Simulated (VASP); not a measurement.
# Zn (Im-3m) in VASP: notebook

Zn is run at these levels: r2SCAN; tasks: single point, relaxation of cell and atoms.

All numbers are computed with VASP 6.6.1; they aren't measurements. Logs are shortened: lines on timing, memory, paths and dates and some standing lists are left out, and cuts for length are marked.

## Step 1: The cell of the first run

Symmetry: Im-3m, No. 229, cubic system. The conventional cell has a = 3.063 Å, b = 3.063 Å, c = 3.063 Å, α = 90.00°, β = 90.00°, γ = 90.00°. Within 3.5 Å of Zn (site symmetry m-3m) lie 14 Zn at 2.65 to 3.06 Å.

## Step 2: Single point, r2SCAN

POSCAR

```
Zn
1.0
   -1.5315323330      1.5315323330      1.5315323330
    1.5315323330     -1.5315323330      1.5315323330
    1.5315323330      1.5315323330     -1.5315323330
Zn
1
Direct
    0.0000000000      0.0000000000      0.0000000000
```

INCAR.step1

```
SYSTEM = Zn
  PREC = Accurate
  ENCUT = 520
  ISMEAR = 0
  SIGMA = 0.1
  LREAL = .False.
  LASPH = .True.
  NELM = 80
  NBANDS = 12
  GGA = PE
  ALGO = Normal
  EDIFF = 1E-4
  LWAVE = .True.
  LCHARG = .False.
```

INCAR.step2

```
SYSTEM = Zn
  PREC = Accurate
  ENCUT = 520
  EDIFF = 1E-6
  ISMEAR = 0
  SIGMA = 0.1
  LREAL = .False.
  LASPH = .True.
  NELM = 80
  ALGO = Normal
  ISIF = 2
  LWAVE = .False.
  LCHARG = .True.
  METAGGA = R2SCAN
  LMIXTAU = .True.
  LELF = .True.
  LVHAR = .True.
  NBANDS = 12
  ISTART = 1
```

KPOINTS

```
regular mesh
0
Gamma
  11 11 11
  0 0 0
```

Potentials or basis: VASP PAW PBE potentials, release 64 (Zn).

Run with:

```bash
cat potpaw_PBE.64/Zn/POTCAR > POTCAR
cp INCAR.step1 INCAR
mpirun -np 1 vasp_std > vasp.out
cp INCAR.step2 INCAR
mpirun -np 1 vasp_std > vasp.out
```

OUTCAR:

```text
SYSTEM = Zn
   PREC = Accurate
   ENCUT = 520
   EDIFF = 1E-6
   ISMEAR = 0
   LREAL = .False.
   LASPH = .True.
   NELM = 80
   ISIF = 2
   METAGGA = R2SCAN
   ISTART = 1

 ion  position               nearest neighbor table
   1  0.000  0.000  0.000-

  LATTYP: Found a body centered cubic cell.
 ALAT       =     3.0630646660

  Lattice vectors:

 A1 = (  -1.5315323330,   1.5315323330,   1.5315323330)
 A2 = (   1.5315323330,  -1.5315323330,   1.5315323330)
 A3 = (   1.5315323330,   1.5315323330,  -1.5315323330)

Analysis of symmetry for initial positions (statically):
=====================================================================
 Subroutine PRICEL returns:
 Original cell was already a primitive cell.

 Routine SETGRP: Setting up the symmetry group for a
 body centered cubic supercell.

 Subroutine GETGRP returns: Found 48 space group operations
 (whereof 48 operations were pure point group operations)
 out of a pool of 48 trial point group operations.

The static configuration has the point symmetry O_h .

Analysis of symmetry for dynamics (positions and initial velocities):
=====================================================================
 Subroutine PRICEL returns:
 Original cell was already a primitive cell.

 Routine SETGRP: Setting up the symmetry group for a
 body centered cubic supercell.

 Subroutine GETGRP returns: Found 48 space group operations
 (whereof 48 operations were pure point group operations)
 out of a pool of 48 trial point group operations.

The dynamic configuration has the point symmetry O_h .

 Subroutine INISYM returns: Found 48 space group operations
 (whereof 48 operations are pure point group operations),
 and found     1 'primitive' translations

----------------------------------------------------------------------------------------

                                     Primitive cell

  volume of cell :      14.3694

  direct lattice vectors                    reciprocal lattice vectors
    -1.531532333  1.531532333  1.531532333     0.000000000  0.326470417  0.326470417
     1.531532333 -1.531532333  1.531532333     0.326470417  0.000000000  0.326470417
     1.531532333  1.531532333 -1.531532333     0.326470417  0.326470417  0.000000000

  length of vectors
     2.652691814  2.652691814  2.652691814     0.461698892  0.461698892  0.461698892

  position of ions in fractional coordinates (direct lattice)
     0.000000000  0.000000000  0.000000000

  ion indices of the primitive-cell ions
   primitive index   ion index
                 1           1

----------------------------------------------------------------------------------------

 KPOINTS: regular mesh

Automatic generation of k-mesh.
 Grid dimensions read from file:
 generate k-points for:   11   11   11

 Generating k-lattice:

  Cartesian coordinates                     Fractional coordinates (reciprocal lattice)
     0.000000000  0.029679129  0.029679129     0.090909091  0.000000000  0.000000000
     0.029679129  0.000000000  0.029679129     0.000000000  0.090909091  0.000000000
     0.029679129  0.029679129  0.000000000     0.000000000  0.000000000  0.090909091

  Length of vectors
     0.041972627  0.041972627  0.041972627

  Shift w.r.t. Gamma in fractional coordinates (k-lattice)
     0.000000000  0.000000000  0.000000000

 Subroutine IBZKPT returns following result:
 ===========================================

 Found     56 irreducible k-points:

 Following reciprocal coordinates:
            Coordinates               Weight
  0.000000  0.000000  0.000000      1.000000
  0.090909  0.000000  0.000000     12.000000
  0.181818  0.000000  0.000000     12.000000
  0.272727  0.000000  0.000000     12.000000
  0.363636  0.000000  0.000000     12.000000
  0.454545  0.000000  0.000000     12.000000
[... 16 lines left out ...]
  0.272727  0.181818  0.090909     48.000000
  0.363636  0.181818  0.090909     24.000000
 [... further k-points ...]
   k-points           NKPTS =     56   k-points in BZ     NKDIM =     56   number of bands    NBANDS=     12
   number of dos      NEDOS =    301   number of ions     NIONS =      1
   total plane-waves  NPLWV =   8000
   dimension x,y,z NGX =    20 NGY =   20 NGZ =   20
   dimension x,y,z NGXF=    40 NGYF=   40 NGZF=   40
   ions per type =               1
   NGX,Y,Z   is equivalent  to a cutoff of  12.53, 12.53, 12.53 a.u.
   NGXF,Y,Z  is equivalent  to a cutoff of  25.07, 25.07, 25.07 a.u.
 SYSTEM =  Zn
   PREC   = accura    normal or accurate (medium, high low for compatibility)
   ISTART =      1    job   : 0-new  1-cont  2-samecut
   ICHARG =      0    charge: 1-file 2-atom 10-const
   ISPIN  =      1    spin polarized calculation?
   LNONCOLLINEAR =      F non collinear calculations
   LSORBIT =      F    spin-orbit coupling
   LASPH  =      T    aspherical Exc in radial PAW
   ENCUT  =  520.0 eV  38.22 Ry    6.18 a.u.   4.93  4.93  4.93*2*pi/ulx,y,z
   NELM   =     80;   NELMIN=  2; NELMDL=  0     # of ELM steps
   EDIFF  = 0.1E-05   stopping-criterion for ELM
   LREAL  =      F    real-space projection
   EDIFFG = 0.1E-04   stopping-criterion for IOM
   NSW    =      0    number of steps for IOM
   IBRION =     -1    ionic relax: 0-MD 1-quasi-New 2-CG
   NFREE  =      0    steps in history (QN), initial steepest desc. (CG)
   ISIF   =      2    stress and relaxation
   ISYM   =      2    0-nonsym 1-usesym 2-fastsym
   POTIM  = 0.5000    time-step for ionic-motion
   TEBEG  =    0.0;   TEEND  =   0.0 temperature during run
   PSTRESS=    0.0 pullay stress
   NELECT =      12.0000    total number of electrons
   NUPDOWN=      -1.0000    fix difference up-down
   EMIN   =  10.00;   EMAX   =-10.00  energy-range for DOS
   EFERMI =   0.00;   METHOD = LEGACY
   ISMEAR =     0;   SIGMA  =   0.10  broadening in eV -4-tet -1-fermi 0-gaus
   EFERMI_NEDOS =   21; number of points for ismear=-14 and -15
   IALGO  =     38    algorithm
   IMIX   =      4    mixing-type and parameters
     AMIX     =   0.40;   BMIX     =  1.00
     AMIX_MAG =   1.60;   BMIX_MAG =  1.00
  volume/ion in A,a.u.               =      14.37        96.97
  Fermi-wavevector in a.u.,A,eV,Ry     =   1.541662  2.913318 32.337249  2.376721
  Thomas-Fermi vector in A             =   2.647576
   LORBIT       =      0    0 simple, 1 ext, 2 COOP (PROOUT), +10 PAW based schemes
   METAGGA = R2SCAN    functional components
   LHFCALC =     F    Hartree Fock is set to
   AEXX    =    0.0000 exact exchange contribution
   IVDW    =     0    specifies the selected vdW correction
   LEPSILON=     F    determine dielectric tensor
   LRPA    =     F    only Hartree local field effects (RPA)
 non-spin polarized calculation
 Gauss-broadening in eV      SIGMA  =   0.10
  energy-cutoff  :      520.00
  volume of cell :       14.37
 maximum number of plane-waves:       398
   NGX =  9   NGY =  9   NGZ =  9

 number of electron      11.9999989 magnetization

 Free energy of the ion-electron system (eV)
  ---------------------------------------------------
  ext. energy  EPLUGINS =         0.00000000
  ---------------------------------------------------
  free energy    TOTEN  =        -8.80904844 eV

  energy without entropy =       -8.80792022  energy(sigma->0) =       -8.80848433

 E-fermi :   3.6577     XC(G=0): -13.0298

 val. band max:        3.5991183408   @ k =   0.3636   0.1818   0.0909
 cond. band min:       3.8013229941   @ k =  -0.4545   0.4545   0.0909
 fundamental gap:      0.2022046534
 Fermi energy:         3.6577446089

 k-point     1 :       0.0000    0.0000    0.0000
  band No.  band energies     occupation
      1      -7.9496      2.00000
      2      -4.7970      2.00000
      3      -4.7968      2.00000
      4      -4.7968      2.00000
      5      -4.2291      2.00000
      6      -4.2291      2.00000
      7      24.9301      0.00000
      8      24.9301      0.00000
      9      24.9303      0.00000
     10      25.8571      0.00000
     11      25.8572      0.00000
     12      25.8572      0.00000

 k-point     2 :       0.0909    0.0000    0.0000
  band No.  band energies     occupation
      1      -7.6631      2.00000
      2      -4.8255      2.00000
      3      -4.7915      2.00000
      4      -4.7274      2.00000
      5      -4.2549      2.00000
      6      -4.2273      2.00000
      7      20.9937      0.00000
      8      22.9532      0.00000
      9      23.4062      0.00000
     10      24.2474      0.00000
     11      24.6775      0.00000
     12      25.8604      0.00000

 k-point     3 :       0.1818    0.0000    0.0000
  band No.  band energies     occupation
      1      -6.8471      2.00000
      2      -4.9021      2.00000
      3      -4.7560      2.00000
      4      -4.5361      2.00000
      5      -4.2989      2.00000
      6      -4.2213      2.00000
      7      15.9362      0.00000
      8      20.4815      0.00000
      9      21.1625      0.00000
     10      22.5024      0.00000
     11      23.5867      0.00000
     12      26.8086      0.00000
[... 286 lines left out ...]
 k-point    23 :       0.2727    0.1818    0.0909
  band No.  band energies     occupation
      1      -5.2219      2.00000
      2      -5.0727      2.00000
      3      -4.5699      2.00000
      4      -4.2311      2.00000
      5      -4.1767      2.00000
      6       0.0730      2.00000
      7       6.4509      0.00000
      8       9.4694      0.00000
      9      12.4882      0.00000
     10      27.9668      0.00000
     11      30.6145      0.00000
     12      31.4968      0.00000

 k-point    24 :       0.3636    0.1818    0.0909
  band No.  band energies     occupation
      1      -5.2492      2.00000
      2      -5.0944      2.00000
      3      -4.4863      2.00000
      4      -4.2162      2.00000
      5      -4.1709      2.00000
      6       2.3630      2.00000
      7       3.5991      1.59295
      8       9.1722      0.00000
      9      12.2031      0.00000
     10      27.7607      0.00000
     11      30.8513      0.00000
     12      32.9726      0.00000

 [... further k-points ...]

------------------------ aborting loop because EDIFF is reached ----------------------------------------

  FORCE on cell =-STRESS in cart. coord.  units (eV):
  Direction    XX          YY          ZZ          XY          YZ          ZX
  --------------------------------------------------------------------------------------
  -------------------------------------------------------------------------------------
  Total        0.0450137      0.0450137      0.0450137      0.0000000     -0.0000000      0.0000000
  in kB        5.0189902      5.0189902      5.0189902      0.0000000     -0.0000000      0.0000000
  external PRESSURE =       5.0189902 kB  Pullay stress =       0.0000000 kB

 VOLUME and BASIS-vectors are now :
 -----------------------------------------------------------------------------
  energy-cutoff  :      520.00
  volume of cell :       14.37
      direct lattice vectors                 reciprocal lattice vectors
    -1.531532333  1.531532333  1.531532333     0.000000000  0.326470417  0.326470417
     1.531532333 -1.531532333  1.531532333     0.326470417  0.000000000  0.326470417
     1.531532333  1.531532333 -1.531532333     0.326470417  0.326470417  0.000000000

 POSITION                                       TOTAL-FORCE (eV/Angst)
 -----------------------------------------------------------------------------------
      0.00000      0.00000      0.00000        -0.000000     -0.000000      0.000000
 -----------------------------------------------------------------------------------
    total drift:                                0.000000     -0.000000     -0.000000

  FREE ENERGIE OF THE ION-ELECTRON SYSTEM (eV)
  ---------------------------------------------------
  free  energy   TOTEN  =        -8.8090484384 eV

  energy  without entropy=       -8.8079202238  energy(sigma->0) =       -8.80848433
```

Run time: 18 s. Hardware: 1 thread of AMD EPYC 9R45 (Zen 5), shared host; peak memory 0.1 GiB.

What came out:

| Quantity | Value |
| --- | --- |
| Free energy | -8.8090 eV |
| Pressure | 0.5 GPa |
| Band gap on the k mesh | zero (band 6 reaches 6.90 eV, above the bottom of band 7 at 2.83 eV) |

Levels at points of the mesh, in eV from the Fermi level:
```csv
k point,band 2,band 3,band 4,band 5,band 6,band 7,band 8,band 9,band 10,band 11
"(0.00, 0.00, 0.00)",-8.45,-8.45,-8.45,-7.89,-7.89,21.27,21.27,21.27,22.20,22.20
```

Caveat: the PAW data sets were made with another functional, which shifts forces and pressure a little.

## Step 3: Relaxation of cell and atoms, r2SCAN

This run uses another cell than the first one, of 15.45 Å³/atom, 1.075 times its volume.

POSCAR

```
Zn
1.0
   -1.5690400000      1.5690400000      1.5690400000
    1.5690400000     -1.5690400000      1.5690400000
    1.5690400000      1.5690400000     -1.5690400000
Zn
1
Direct
    0.0000000000      0.0000000000      0.0000000000
```

INCAR.step1

```
SYSTEM = Zn
PREC     = Accurate       ! precision mode
ENCUT    = 600            ! plane-wave cutoff, eV
ISMEAR   = 0              ! smearing method
SIGMA    = 0.1            ! smearing width, eV
LREAL    = .FALSE.        ! projectors in reciprocal space
LASPH    = .TRUE.         ! aspherical terms in the spheres
NELM     = 80             ! most SCF steps
GGA      = PE             ! functional
ALGO     = Normal         ! electronic algorithm
EDIFF    = 1E-4           ! SCF threshold, eV
LWAVE    = .TRUE.         ! write WAVECAR
LCHARG   = .FALSE.        ! write CHGCAR
```

INCAR.step2

```
SYSTEM = Zn
PREC     = Accurate       ! precision mode
ENCUT    = 600            ! plane-wave cutoff, eV
EDIFF    = 1E-6           ! SCF threshold, eV
ISMEAR   = 0              ! smearing method
SIGMA    = 0.1            ! smearing width, eV
LREAL    = .FALSE.        ! projectors in reciprocal space
LASPH    = .TRUE.         ! aspherical terms in the spheres
NELM     = 80             ! most SCF steps
ALGO     = Normal         ! electronic algorithm
ISIF     = 3              ! what is computed and relaxed
LWAVE    = .FALSE.        ! write WAVECAR
LCHARG   = .FALSE.        ! write CHGCAR
METAGGA  = R2SCAN         ! meta-GGA
LMIXTAU  = .TRUE.       
IBRION   = 2              ! ionic algorithm
NSW      = 80             ! ionic steps
EDIFFG   = -0.01          ! ionic threshold
ISTART   = 1
```

KPOINTS

```
Automatic mesh
0
G
  11 11 11
  0 0 0
```

Potentials or basis: VASP PAW PBE potentials, release 64 (Zn).

Run with:

```bash
cat potpaw_PBE.64/Zn/POTCAR > POTCAR
cp INCAR.step1 INCAR
mpirun -np 1 vasp_std > vasp.out
cp INCAR.step2 INCAR
mpirun -np 1 vasp_std > vasp.out
```

It took 63 s on 1 thread of AMD EPYC 9R45 (Zen 5), shared host; peak memory 0.12 GiB.

It converged, with:

```yaml
Free_energy: -8.8110 eV
Relaxed_volume: 14.40 Å³/atom
Relaxed_cell: a = 2.654 Å, b = 2.654 Å, c = 2.654 Å, α = 109.47°, β = 109.47°, γ = 109.47°
Space_group_after_relaxing_to_0.05_Å: Im-3m (No. 229)
Energy_gained_by_relaxing: 19.2 meV/atom
Ionic_steps: 3
Pressure_after_relaxing: 0.0 GPa
Band_gap_on_the_k_mesh: zero (band 6 reaches 6.89 eV, above the bottom of band 7 at 2.81 eV)
```

Step by step:
| step | energy change (eV) | largest force (eV/Å) | pressure (GPa) | volume (Å³) |
| --- | --- | --- | --- | --- |
| 1 | 0.0000 | 0.0000 | -5.20 | 15.45 |
| 2 | -0.0192 | 0.0000 | 0.28 | 14.36 |
| 3 | -0.0192 | 0.0000 | 0.05 | 14.40 |

Final structure:
```cif
data_structure
_symmetry_space_group_name_H-M 'P 1'
_symmetry_Int_Tables_number 1
_cell_length_a 2.6543
_cell_length_b 2.6543
_cell_length_c 2.6543
_cell_angle_alpha 109.471
_cell_angle_beta 109.471
_cell_angle_gamma 109.471
_cell_volume 14.40
loop_
_atom_site_label
_atom_site_type_symbol
_atom_site_fract_x
_atom_site_fract_y
_atom_site_fract_z
_atom_site_occupancy
Zn1 Zn 0.00000 0.00000 0.00000 1
```

Levels at points of the mesh, in eV from the Fermi level:
| k point | band 4 | band 5 | band 6 | band 7 | band 8 | band 9 |
| --- | --- | --- | --- | --- | --- | --- |
| (0.00, 0.00, 0.00) | -8.45 | -7.88 | -7.88 | 21.25 | 21.25 | 21.25 |

Caveat: the PAW data sets were made with another functional, which shifts forces and pressure a little.
